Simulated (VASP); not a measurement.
InRh, 2 atoms in the cell. It takes space group P4mm (No. 99, tetragonal). Conventional cell: a = 3.196 Å, b = 3.196 Å, c = 3.196 Å, α = 90.00°, β = 90.00°, γ = 90.00°. In (site symmetry 4mm) has 8 Rh at 2.72 to 2.82 Å and 6 In at 3.20 Å within 3.6 Å. Within 3.6 Å of Rh (site symmetry 4mm) lie 8 In at 2.72 to 2.82 Å and 6 Rh at 3.20 Å.  This cell differs from its parent crystal: all In atoms moved +0.087 Å, as atom 1 along Cartesian [0 1 0].

- Program: VASP 6.6.1
- Task: single point
- Functional: PBEsol
- Potentials or basis: VASP PAW PBE potentials, release 64 (In_d, Rh_pv)
- Cutoff: 520 eV
- k mesh: 16 × 16 × 16
- Occupations: gaussian, width 0.15 eV
- Spin: no spin polarisation
- Dipole correction: no
- Further INCAR settings: ALGO = Fast; EDIFF = 1e-07; NBANDS = 21

Potentials or basis: VASP PAW PBE potentials, release 64 (In_d, Rh_pv).

The run is started by

```bash
$ cat potpaw_PBE.64/In_d/POTCAR potpaw_PBE.64/Rh_pv/POTCAR > POTCAR
$ mpirun -np 1 vasp_std > vasp.out
```

Hardware: 1 thread of AMD EPYC 9R45 96-Core Processor (Zen 5), on a shared host.

Question: Estimate the wall time of this run.

Answer: Run time: 2.8 min on 1 thread of AMD EPYC 9R45 96-Core Processor (Zen 5), on a shared host, peak memory 0.33 GiB. Counts: scf iterations 19, k points 405.
